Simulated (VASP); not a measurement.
# Ni (Fm-3m) in VASP: further runs, part 2 of 2

VASP 6.6.1.

## 3. Single point, PBE, collinear spin, ferromagnetic start

Contents of INCAR:

```
SYSTEM = Ni
ALGO = Normal ; EDIFF = 1E-6
ENCUT = 520 ; GGA = PE
ISIF = 2 ; ISMEAR = 0
ISPIN = 2 ; LASPH = .TRUE.
LCHARG = .TRUE. ; LELF = .TRUE.
LMAXMIX = 4 ; LORBIT = 11
LREAL = .FALSE. ; LVHAR = .TRUE.
LWAVE = .FALSE. ; MAGMOM = 1
NBANDS = 15 ; NELM = 150
PREC = Accurate ; SIGMA = 0.018000000000000002
```

Contents of KPOINTS:

```
k-points
0
G
  13 13 13
  0 0 0
```

Contents of POSCAR:

```
Ni
1.0
    0.0000000000      1.7375729330      1.7375729330
    1.7375729330      0.0000000000      1.7375729330
    1.7375729330      1.7375729330      0.0000000000
Ni
1
Direct
    0.0000000000      0.0000000000      0.0000000000
```

Potentials or basis: VASP PAW PBE potentials, release 64 (Ni).

Launch:

```bash
$ cat potpaw_PBE.64/Ni/POTCAR > POTCAR
$ mpirun -np 1 vasp_std > vasp.out
```

OUTCAR:

```text
SYSTEM = Ni
   EDIFF = 1E-6
   ENCUT = 520
   GGA = PE
   ISIF = 2
   ISMEAR = 0
   ISPIN = 2
   LASPH = .TRUE.
   LORBIT = 11
   LREAL = .FALSE.
   NELM = 150
   PREC = Accurate

 ion  position               nearest neighbor table
   1  0.000  0.000  0.000-

  LATTYP: Found a face centered cubic cell.
 ALAT       =     3.4751458660

  Lattice vectors:

 A1 = (   0.0000000000,   1.7375729330,   1.7375729330)
 A2 = (   1.7375729330,   0.0000000000,   1.7375729330)
 A3 = (   1.7375729330,   1.7375729330,   0.0000000000)

Analysis of symmetry for initial positions (statically):
=====================================================================
 Subroutine PRICEL returns:
 Original cell was already a primitive cell.

 Routine SETGRP: Setting up the symmetry group for a
 face centered cubic supercell.

 Subroutine GETGRP returns: Found 48 space group operations
 (whereof 48 operations were pure point group operations)
 out of a pool of 48 trial point group operations.

The static configuration has the point symmetry O_h .

Analysis of symmetry for dynamics (positions and initial velocities):
=====================================================================
 Subroutine PRICEL returns:
 Original cell was already a primitive cell.

 Routine SETGRP: Setting up the symmetry group for a
 face centered cubic supercell.

 Subroutine GETGRP returns: Found 48 space group operations
 (whereof 48 operations were pure point group operations)
 out of a pool of 48 trial point group operations.

The dynamic configuration has the point symmetry O_h .

Analysis of structural, dynamic, and magnetic symmetry:
=====================================================================
 Subroutine PRICEL returns:
 Original cell was already a primitive cell.

 Routine SETGRP: Setting up the symmetry group for a
 face centered cubic supercell.

 Subroutine GETGRP returns: Found 48 space group operations
 (whereof 48 operations were pure point group operations)
[... 154 lines left out ...]
 fundamental gap:      0.0191061964
 Fermi energy:         9.9198394162

 spin component 1

 k-point     1 :       0.0000    0.0000    0.0000
  band No.  band energies     occupation
      1       0.6313      1.00000
      2       7.3693      1.00000
      3       7.3693      1.00000
      4       7.3693      1.00000
      5       8.6163      1.00000
      6       8.6163      1.00000
      7      33.9258      0.00000
      8      38.0784      0.00000
      9      38.0784      0.00000
     10      38.0784      0.00000
     11      41.1395      0.00000
     12      41.1395      0.00000
     13      41.1395      0.00000
     14      44.0144      0.00000
[... 403 lines left out ...]
      4       7.8016      1.00000
      5       9.3331      1.00000
      6      10.7722      0.00000
      7      18.0530      0.00000
      8      29.0983      0.00000
      9      30.8743      0.00000
     10      33.0360      0.00000
     11      43.1484      0.00000
     12      43.4429      0.00000
     13      46.5476      0.00000
     14      49.8246      0.00000
     15      56.0240      0.00000

 [... further k-points ...]

 spin component 2

 k-point     1 :       0.0000    0.0000    0.0000
  band No.  band energies     occupation
      1       0.6042      1.00000
      2       8.1214      1.00000
      3       8.1214      1.00000
      4       8.1214      1.00000
      5       9.1858      1.00000
      6       9.1858      1.00000
      7      33.7807      0.00000
      8      38.0569      0.00000
      9      38.0569      0.00000
     10      38.0569      0.00000
     11      41.2522      0.00000
     12      41.2522      0.00000
     13      41.2522      0.00000
     14      43.8988      0.00000
[... 403 lines left out ...]
      4       8.4293      1.00000
      5      10.0777      0.00000
      6      11.2351      0.00000
      7      18.3253      0.00000
      8      29.1310      0.00000
      9      30.9538      0.00000
     10      33.0937      0.00000
     11      43.1317      0.00000
     12      43.4748      0.00000
     13      46.6036      0.00000
     14      50.0399      0.00000
     15      57.3783      0.00000

 [... further k-points ...]
[... 5 lines left out ...]
  --------------------------------------------------------------------------------------
  -------------------------------------------------------------------------------------
  Total        0.5039516      0.5039516      0.5039516     -0.0000000      0.0000000      0.0000000
  in kB       76.9556171     76.9556171     76.9556171     -0.0000000      0.0000000      0.0000000
  external PRESSURE =      76.9556171 kB  Pullay stress =       0.0000000 kB

 VOLUME and BASIS-vectors are now :
 -----------------------------------------------------------------------------
  energy-cutoff  :      520.00
  volume of cell :       10.49
      direct lattice vectors                 reciprocal lattice vectors
     0.000000000  1.737572933  1.737572933    -0.287757705  0.287757705  0.287757705
     1.737572933  0.000000000  1.737572933     0.287757705 -0.287757705  0.287757705
     1.737572933  1.737572933  0.000000000     0.287757705  0.287757705 -0.287757705

 POSITION                                       TOTAL-FORCE (eV/Angst)
 -----------------------------------------------------------------------------------
      0.00000      0.00000      0.00000         0.000000      0.000000      0.000000
 -----------------------------------------------------------------------------------
    total drift:                               -0.000000      0.000000      0.000000

  FREE ENERGIE OF THE ION-ELECTRON SYSTEM (eV)
  ---------------------------------------------------
  free  energy   TOTEN  =        -5.4644508503 eV

  energy  without entropy=       -5.4641662168  energy(sigma->0) =       -5.46430853

 total charge

# of ion       s       p       d       tot
------------------------------------------
    1        0.513   0.531   8.332   9.377

 magnetization (x)

# of ion       s       p       d       tot
------------------------------------------
    1       -0.005  -0.024   0.659   0.630
```

OSZICAR:

```text
N       E                     dE             d eps       ncg     rms          rms(c)
DAV:   1     0.326715996763E+02    0.32672E+02   -0.41339E+03  5423   0.859E+02
DAV:   2    -0.510250021661E+01   -0.37774E+02   -0.35263E+02  5656   0.163E+02
DAV:   3    -0.647230377127E+01   -0.13698E+01   -0.13593E+01  6202   0.303E+01
DAV:   4    -0.648007603747E+01   -0.77723E-02   -0.77714E-02  6161   0.217E+00
DAV:   5    -0.648016560985E+01   -0.89572E-04   -0.89570E-04  6360   0.203E-01    0.102E+01
DAV:   6    -0.576694955938E+01    0.71322E+00   -0.12572E+01  7301   0.395E+01    0.558E+00
DAV:   7    -0.548366235794E+01    0.28329E+00   -0.20570E+00  6688   0.144E+01    0.204E+00
DAV:   8    -0.546726950216E+01    0.16393E-01   -0.26092E-02  6575   0.115E+00    0.965E-01
DAV:   9    -0.546485127645E+01    0.24182E-02   -0.17279E-03  8382   0.251E-01    0.256E-01
DAV:  10    -0.546445188150E+01    0.39939E-03   -0.32332E-04  8322   0.939E-02    0.585E-02
DAV:  11    -0.546445049116E+01    0.13903E-05   -0.88346E-05  7374   0.865E-02    0.248E-02
DAV:  12    -0.546445085033E+01   -0.35918E-06   -0.20386E-06  5380   0.147E-02
   1 F= -.54644509E+01 E0= -.54643085E+01  d E =-.284634E-03  mag=     0.6212
```

stdout:

```text
POSCAR found type information on POSCAR Ni
 POSCAR found :  1 types and       1 ions
 scaLAPACK will be used
 LDA part: xc-table for (Slater+PW92), standard interpolation
 POSCAR, INCAR and KPOINTS ok, starting setup
 FFT: planning ... GRIDC
 FFT: planning ... GRID_SOFT
 FFT: planning ... GRID
 WAVECAR not read
 entering main loop
```

Run time: 17 s. Hardware: 1 thread of Intel Xeon Platinum 8375C at 2.90GHz (Ice Lake), shared host; peak memory 0.13 GiB.

What came out:

```
Free energy                                           : -5.4645 eV
Pressure                                              : 7.7 GPa
Net moment                                            : 0.62 μB per cell
Site moments                                          : Ni +0.63 μB
Valence electrons inside the program's atomic spheres : Ni 9.38
```

Levels at points of the mesh, in eV from the Fermi level:
Spin up:
| k point | band 2 | band 3 | band 4 | band 5 | band 6 | band 7 | band 8 | band 9 |
| --- | --- | --- | --- | --- | --- | --- | --- | --- |
| (0.00, 0.00, 0.00) | -2.55 | -2.55 | -2.55 | -1.30 | -1.30 | 24.01 | 28.16 | 28.16 |
Spin down:
```csv
k point,band 1,band 2,band 3,band 4,band 5,band 6,band 7,band 8,band 9,band 10
"(0.00, 0.00, 0.00)",-9.32,-1.80,-1.80,-1.80,-0.73,-0.73,23.86,28.14,28.14,28.14
```

## 4. Single point, revPBE, collinear spin, ferromagnetic start

This run uses another cell than the first one, of 11.11 Å³/atom, 1.059 times its volume.

Contents of INCAR:

```
SYSTEM = Ni
  PREC = Accurate
  ENCUT = 520
  EDIFF = 1E-6
  ISMEAR = -1
  SIGMA = 0.05
  LREAL = .FALSE.
  LASPH = .TRUE.
  NELM = 150
  ALGO = Normal
  ISIF = 2
  LWAVE = .FALSE.
  LCHARG = .FALSE.
  ISPIN = 2
  MAGMOM = 1
  LORBIT = 11
  LMAXMIX = 4
  GGA = RE
  NBANDS = 15
```

Contents of KPOINTS:

```
regular mesh
0
G
  13 13 13
  0 0 0
```

Contents of POSCAR:

```
Ni
1.0
    0.0000000000      1.7711603983      1.7711603983
    1.7711603983      0.0000000000      1.7711603983
    1.7711603983      1.7711603983      0.0000000000
Ni
1
Direct
    0.0000000000      0.0000000000      0.0000000000
```

Launch:

```bash
$ cat potpaw_PBE.64/Ni/POTCAR > POTCAR
$ mpirun -np 1 vasp_std > vasp.out
```

Run time: 20 s. Hardware: 1 thread of Intel Xeon Platinum 8375C at 2.90GHz (Ice Lake), shared host; peak memory 0.14 GiB.

The run converged. Its results:

```
Free energy                                           : -5.0716 eV
Pressure                                              : 0.2 GPa
Net moment                                            : 0.63 μB per cell
Site moments                                          : Ni +0.64 μB
Valence electrons inside the program's atomic spheres : Ni 9.27
```

Levels at points of the mesh, in eV from the Fermi level:
Spin up:
```csv
k point,band 1,band 2,band 3,band 4,band 5,band 6,band 7,band 8,band 9,band 10
"(0.00, 0.00, 0.00)",-8.86,-2.40,-2.40,-2.40,-1.25,-1.25,23.50,27.25,27.25,27.25
```
Spin down:
```tsv
k point	band 3	band 4	band 5	band 6	band 7	band 8
(0.00, 0.00, 0.00)	-1.63	-1.63	-0.66	-0.66	23.31	27.22
```

Caveat: the PAW data sets were made with another functional, which shifts forces and pressure a little.

## 5. Relaxation of cell and atoms, RPBE+D3(BJ), collinear spin, ferromagnetic start

Contents of INCAR:

```
SYSTEM = Ni
ALGO = Normal
EDIFF = 1E-7
EDIFFG = -0.005
ENCUT = 600
GGA = RP
IBRION = 2
ISIF = 3
ISMEAR = -1
ISPIN = 2
IVDW = 12
LASPH = .True.
LCHARG = .False.
LMAXMIX = 4
LORBIT = 11
LREAL = .False.
LWAVE = .False.
MAGMOM = 1
NELM = 150
NSW = 80
PREC = Accurate
SIGMA = 0.05
```

Contents of KPOINTS:

```
k-points
0
Gamma
  13 13 13
  0 0 0
```

Contents of POSCAR:

```
Ni
1.0
    0.0000000000      1.7375729330      1.7375729330
    1.7375729330      0.0000000000      1.7375729330
    1.7375729330      1.7375729330      0.0000000000
Ni
1
Direct
    0.0000000000      0.0000000000      0.0000000000
```

Launch:

```bash
$ cat potpaw_PBE.64/Ni/POTCAR > POTCAR
$ mpirun -np 1 vasp_std > vasp.out
```

Wall time 76 s (1 thread of Intel Xeon Platinum 8375C at 2.90GHz (Ice Lake), shared host); peak memory 0.16 GiB.

Results (log left out):

```
Free energy                                           : -7.3795 eV
Relaxed volume                                        : 9.57 Å³/atom
Relaxed cell                                          : a = 2.383 Å, b = 2.383 Å, c = 2.383 Å, α = 60.00°, β = 60.00°, γ = 60.00°
Space group after relaxing (to 0.05 Å)                : Fm-3m (No. 225)
Energy gained by relaxing                             : 66.2 meV/atom
Ionic steps                                           : 7
Pressure after relaxing                               : 0.0 GPa
Net moment                                            : 0.62 μB per cell
Site moments                                          : Ni +0.62 μB
Valence electrons inside the program's atomic spheres : Ni 9.56
Dispersion energy per atom                            : -2.600 eV
```

Step by step:
```csv
step,energy change (eV),largest force (eV/Å),pressure (GPa),volume (Å³)
1,0.0000,0.0000,-20.97,10.49
2,0.0552,0.0000,42.32,8.54
3,-0.0662,0.0000,-0.61,9.59
4,-0.0662,0.0000,-0.10,9.57
5,-0.0662,0.0000,0.44,9.56
6,-0.0662,0.0000,-0.53,9.59
7,-0.0662,0.0000,0.04,9.57
```

Final structure:
```yaml
crystal:
  lattice:
    - [0.00000, 1.68503, 1.68503]
    - [1.68503, 0.00000, 1.68503]
    - [1.68503, 1.68503, 0.00000]
  atoms:
    - { symbol: Ni, position: [0.00000, 0.00000, 0.00000] }
```

Levels at points of the mesh, in eV from the Fermi level:
Spin up:
| k point | band 3 | band 4 | band 5 | band 6 | band 7 | band 8 |
| --- | --- | --- | --- | --- | --- | --- |
| (0.00, 0.00, 0.00) | -2.80 | -2.80 | -1.40 | -1.40 | 24.76 | 29.71 |
Spin down:
```tsv
k point	band 3	band 4	band 5	band 6	band 7	band 8
(0.00, 0.00, 0.00)	-2.04	-2.04	-0.81	-0.81	24.60	29.66
```

Caveat: the PAW data sets were made with another functional, which shifts forces and pressure a little; pairwise dispersion overbinds metals, which lowers pressure and volume.

## 6. Overview

```csv
task,level,potentials or basis,cell,cutoff (eV),smearing,gap on the mesh (eV),pressure (GPa),moment (μB)
single point,LDA,"VASP PAW LDA potentials, release 64 (Ni)","a = 2.457 Å, angles 60.0°, 1 atom",520,fermi-dirac 0.05 eV,none,-10.1,0.62
single point,PBE,"VASP PAW PBE potentials, release 64 (Ni)","a = 2.457 Å, angles 60.0°, 1 atom",520,gaussian 0.018 eV,none,7.7,0.62
single point,revPBE,"VASP PAW PBE potentials, release 64 (Ni)","a = 2.505 Å, angles 60.0°, 1 atom",520,fermi-dirac 0.05 eV,none,0.2,0.63
relaxation of cell and atoms,RPBE+D3(BJ),"VASP PAW PBE potentials, release 64 (Ni)","relaxed from a = 2.457 Å, angles 60.0°, 1 atom",600,fermi-dirac 0.05 eV,none,0.0,0.62
```

Alike in all rows: spin collinear, ferromagnetic start; k mesh 13 × 13 × 13.

Caveats: the PAW data sets were made with another functional, which shifts forces and pressure a little (some runs); pairwise dispersion overbinds metals, which lowers pressure and volume (some runs).

Absolute energies hang on the potentials; compare differences alone.
